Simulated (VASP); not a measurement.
Set up this calculation in VASP 6.6.1, as the native input.

```
Task                   : single point
Functional             : PBE
Potentials or basis    : VASP PAW PBE potentials, release 64 (Co, Si)
Cutoff                 : 520 eV
k mesh                 : 13 × 13 × 13
Occupations            : fermi-dirac, width 0.03 eV
Spin                   : collinear spin, ferromagnetic start
Starting moments       : [2.0, 2.0, 0.0, 0.0] μB
Dipole correction      : no
Further INCAR settings : ALGO = Normal; EDIFF = 1e-06; NBANDS = 25
```

The structure of CoSi lies in POSCAR:

```
CoSi
1.0
    2.7813340000      2.7813340000      0.0000000000
    2.7813340000      0.0000000000      2.7813340000
    2.7813340000      0.0000000000     -2.7813340000
Co Si
2 2
Direct
    0.0000000000      0.0000000000      0.0000000000
    0.0000000000      0.5000000000      0.5000000000
    0.5000000000      0.2500000000      0.7500000000
    0.5000000000      0.7500000000      0.2500000000
```

The input as run:

INCAR

```
PREC     = Accurate       # precision mode
ENCUT    = 520            # plane-wave cutoff, eV
EDIFF    = 1E-6           # SCF threshold, eV
ISMEAR   = -1             # smearing method
SIGMA    = 0.03           # smearing width, eV
LREAL    = False          # projectors in reciprocal space
LASPH    = True           # aspherical terms in the spheres
NELM     = 150            # most SCF steps
ALGO     = Normal         # electronic algorithm
ISIF     = 2              # what is computed and relaxed
LWAVE    = False          # write WAVECAR
LCHARG   = True           # write CHGCAR
ISPIN    = 2              # spin polarisation
MAGMOM   = 2 2 0 0        # initial moments
LORBIT   = 11             # projections on sites
LMAXMIX  = 4              # l up to which the mixer works
GGA      = PE             # functional
LELF     = True           # ELF
LVHAR    = True         
NBANDS   = 25             # bands
```

KPOINTS

```
regular mesh
0
Gamma
  13 13 13
```

Potentials or basis: VASP PAW PBE potentials, release 64 (Co, Si).

Launch:

```console
$ cat potpaw_PBE.64/Co/POTCAR potpaw_PBE.64/Si/POTCAR > POTCAR
$ mpirun -np 1 vasp_std > vasp.out
```

It gave:

* Pressure: 0.9 GPa
* Net moment: 1.25 μB per cell
* Site moments: Co +0.62; Si +0.02 μB
* Valence electrons inside the program's atomic spheres: Co 8.60; Si 1.58

It took 5.5 min on 1 thread of Intel Xeon 8259CL, on a shared host, peak memory 0.28 GiB.
